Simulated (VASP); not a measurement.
# GaN (Fm-3m) in VASP: notebook, part 2 of 2

VASP 6.6.1. Earlier steps stand in the parts before.

## Step 3: Single point, r2SCAN

This run uses another cell than the first one, of 9.74 Å³/atom.

Input file POSCAR:

```
GaN
1.0
    0.0000000000      2.1352350000      2.1352350000
    2.1352350000      0.0000000000      2.1352350000
    2.1352350000      2.1352350000      0.0000000000
Ga N
1 1
Direct
    0.0000000000      0.0000000000      0.0000000000
    0.5000000000      0.5000000000      0.5000000000
```

Input file INCAR.step1:

```
SYSTEM = GaN
ALGO = Normal
EDIFF = 1E-5
ENCUT = 1460
GGA = PE
GGA_COMPAT = .FALSE.
ISMEAR = 0
LASPH = .TRUE.
LCHARG = .FALSE.
LREAL = .FALSE.
LWAVE = .TRUE.
NBANDS = 16
NELM = 120
PREC = Accurate
SIGMA = 0.01
```

Input file INCAR.step2:

```
SYSTEM = GaN
ALGO = Normal
EDIFF = 1E-6
ENCUT = 1460
GGA_COMPAT = .FALSE.
ISIF = 2
ISMEAR = 0
ISTART = 1
LASPH = .TRUE.
LCHARG = .TRUE.
LELF = .TRUE.
LMIXTAU = .TRUE.
LREAL = .FALSE.
LVHAR = .TRUE.
LWAVE = .FALSE.
METAGGA = R2SCAN
NBANDS = 16
NELM = 120
PREC = Accurate
SIGMA = 0.01
```

Input file KPOINTS:

```
k-points
0
G
  8 8 8
  0 0 0
```

Potentials or basis: VASP PAW PBE potentials, release 64 (Ga_d, N_h).

On the command line:

```
$ cat potpaw_PBE.64/Ga_d/POTCAR potpaw_PBE.64/N_h/POTCAR > POTCAR
$ cp INCAR.step1 INCAR
$ mpirun -np 1 vasp_std > vasp.out
$ cp INCAR.step2 INCAR
$ mpirun -np 1 vasp_std > vasp.out
```

OUTCAR:

```text
SYSTEM = GaN
   EDIFF = 1E-6
   ENCUT = 1460
   ISIF = 2
   ISMEAR = 0
   ISTART = 1
   LASPH = .TRUE.
   LREAL = .FALSE.
   METAGGA = R2SCAN
   NELM = 120
   PREC = Accurate

 ion  position               nearest neighbor table
   1  0.000  0.000  0.000-   2 2.14   2 2.14   2 2.14   2 2.14   2 2.14   2 2.14
   2  0.500  0.500  0.500-   1 2.14   1 2.14   1 2.14   1 2.14   1 2.14   1 2.14

  LATTYP: Found a face centered cubic cell.
 ALAT       =     4.2704700000

  Lattice vectors:

 A1 = (   0.0000000000,   2.1352350000,   2.1352350000)
 A2 = (   2.1352350000,   0.0000000000,   2.1352350000)
 A3 = (   2.1352350000,   2.1352350000,   0.0000000000)

Analysis of symmetry for initial positions (statically):
=====================================================================
 Subroutine PRICEL returns:
 Original cell was already a primitive cell.

 Routine SETGRP: Setting up the symmetry group for a
 face centered cubic supercell.

 Subroutine GETGRP returns: Found 48 space group operations
 (whereof 48 operations were pure point group operations)
 out of a pool of 48 trial point group operations.

The static configuration has the point symmetry O_h .

[... 156 lines left out ...]
  ---------------------------------------------------
  free energy    TOTEN  =       -20.96349964 eV

  energy without entropy =      -20.96349964  energy(sigma->0) =      -20.96349964

 E-fermi :   7.6745     XC(G=0): -13.9668

 val. band max:        7.6114613928   @ k =  -0.2500   0.1250   0.0000
 cond. band min:       8.5288025386   @ k =   0.5000   0.5000   0.0000
 fundamental gap:      0.9173411458
 Fermi energy:         7.6744750131

 k-point     1 :       0.0000    0.0000    0.0000
  band No.  band energies     occupation
      1     -10.1308      2.00000
      2      -6.7841      2.00000
      3      -6.7841      2.00000
      4      -6.7841      2.00000
      5      -6.7216      2.00000
      6      -6.7216      2.00000
[... 433 lines left out ...]
      3      -6.8207      2.00000
      4      -6.7359      2.00000
      5      -6.5787      2.00000
      6      -5.4134      2.00000
[... 8 lines left out ...]
     15      27.2298      0.00000
     16      32.0019      0.00000

 [... further k-points ...]
[... 5 lines left out ...]
  --------------------------------------------------------------------------------------
  -------------------------------------------------------------------------------------
  Total       -0.9185177     -0.9185177     -0.9185177      0.0000000      0.0000000     -0.0000000
  in kB      -75.5842077    -75.5842077    -75.5842077      0.0000000      0.0000000     -0.0000000
  external PRESSURE =     -75.5842077 kB  Pullay stress =       0.0000000 kB

 VOLUME and BASIS-vectors are now :
 -----------------------------------------------------------------------------
  energy-cutoff  :     1460.00
  volume of cell :       19.47
      direct lattice vectors                 reciprocal lattice vectors
     0.000000000  2.135235000  2.135235000    -0.234166263  0.234166263  0.234166263
     2.135235000  0.000000000  2.135235000     0.234166263 -0.234166263  0.234166263
     2.135235000  2.135235000  0.000000000     0.234166263  0.234166263 -0.234166263

 POSITION                                       TOTAL-FORCE (eV/Angst)
 -----------------------------------------------------------------------------------
      0.00000      0.00000      0.00000        -0.000000     -0.000000     -0.000000
      2.13524      2.13524      2.13524         0.000000      0.000000      0.000000
 -----------------------------------------------------------------------------------
    total drift:                                0.000000     -0.000000     -0.000000

  FREE ENERGIE OF THE ION-ELECTRON SYSTEM (eV)
  ---------------------------------------------------
  free  energy   TOTEN  =       -20.9634996404 eV

  energy  without entropy=      -20.9634996404  energy(sigma->0) =      -20.96349964
```

OUTCAR.step1:

```text
SYSTEM = GaN
   EDIFF = 1E-5
   ENCUT = 1460
   GGA = PE
   ISMEAR = 0
   LASPH = .TRUE.
   LREAL = .FALSE.
[... 677 lines left out ...]
      0.00000      0.00000      0.00000        -0.000000      0.000000      0.000000
      2.13524      2.13524      2.13524         0.000000     -0.000000     -0.000000
 -----------------------------------------------------------------------------------
    total drift:                                0.000000     -0.000000     -0.000000

  FREE ENERGIE OF THE ION-ELECTRON SYSTEM (eV)
  ---------------------------------------------------
  free  energy   TOTEN  =       -11.2140596378 eV

  energy  without entropy=      -11.2140596378  energy(sigma->0) =      -11.21405964
```

It took 83 s on 1 thread of Intel Xeon 6975P-C (Granite Rapids), shared host; peak memory 0.29 GiB.

What came out:

| Quantity | Value |
| --- | --- |
| Free energy | -20.9635 eV |
| Pressure | -7.6 GPa |
| Band gap on the k mesh | 0.92 eV (least direct gap 2.91 eV) |

Caveat: the cell stands under tension; the PAW data sets were made with another functional, which shifts forces and pressure a little.

## Step 4: Single point, r2SCAN

This run uses another cell than the first one, of 9.49 Å³/atom.

Input file POSCAR:

```
GaN
1.0
    0.0000000000      2.1172910004      2.1172910004
    2.1172910004      0.0000000000      2.1172910004
    2.1172910004      2.1172910004      0.0000000000
Ga N
1 1
Direct
    0.0000000000      0.0000000000      0.0000000000
    0.5000000000      0.5000000000      0.5000000000
```

Input file INCAR.step1:

```
PREC = Accurate
ENCUT = 1460
ISMEAR = 0
SIGMA = 0.01
LREAL = False
LASPH = True
NELM = 120
NBANDS = 16
GGA = PE
ALGO = Normal
EDIFF = 1E-5
LWAVE = True
LCHARG = False
GGA_COMPAT = False
```

Input file INCAR.step2:

```
PREC = Accurate
ENCUT = 1460
EDIFF = 1E-6
ISMEAR = 0
SIGMA = 0.01
LREAL = False
LASPH = True
NELM = 120
ALGO = Normal
ISIF = 2
LWAVE = False
LCHARG = False
METAGGA = R2SCAN
LMIXTAU = True
NBANDS = 16
ISTART = 1
GGA_COMPAT = False
```

Input file KPOINTS:

```
Automatic mesh
0
Gamma
  8 8 8
```

On the command line:

```
$ cat potpaw_PBE.64/Ga_d/POTCAR potpaw_PBE.64/N_h/POTCAR > POTCAR
$ cp INCAR.step1 INCAR
$ mpirun -np 1 vasp_std > vasp.out
$ cp INCAR.step2 INCAR
$ mpirun -np 1 vasp_std > vasp.out
```

Wall time 2.4 min (1 thread of Intel Xeon Platinum 8259CL at 2.50GHz (Skylake/Cascade Lake), shared host); peak memory 0.29 GiB.

It converged, with:

```
Free energy            : -20.9780 eV
Pressure               : -1.6 GPa
Band gap on the k mesh : 1.09 eV (least direct gap 3.24 eV)
```

Levels at points of the mesh, in eV from the valence-band top:
```tsv
k point	band 5	band 6	band 7	band 8	band 9	band 10	band 11	band 12	band 13	band 14
(0.00, 0.00, 0.00)	-14.31	-14.31	-0.50	-0.50	-0.50	2.74	15.44	15.44	15.44	16.85
(0.50, 0.00, 0.00)	-14.16	-14.16	-8.30	-0.16	-0.16	5.36	9.80	9.80	10.25	17.45
(0.50, 0.50, 0.00)	-14.10	-11.55	-7.16	-3.08	-3.08	1.09	8.51	13.01	15.60	15.60
```

Caveat: the PAW data sets were made with another functional, which shifts forces and pressure a little.

## Step 5: Summary

```tsv
cell	gap on the mesh (eV)	pressure (GPa)
a = 2.942 Å, angles 60.0°, 2 atoms	1.45	12.0
a = 3.020 Å, angles 60.0°, 2 atoms	0.92	-7.6
a = 2.994 Å, angles 60.0°, 2 atoms	1.09	-1.6
```

Alike in all rows: task single point; level r2SCAN; potentials or basis VASP PAW PBE potentials, release 64 (Ga_d, N_h); no spin polarisation; k mesh 8 × 8 × 8; cutoff (eV) 1460; smearing gaussian 0.01 eV.

Caveats: the PAW data sets were made with another functional, which shifts forces and pressure a little; the cell stands under pressure (at least some runs); the cell stands under tension (at least some runs).

Total energies depend on the potentials used, so only differences within one code and one set of settings carry meaning.
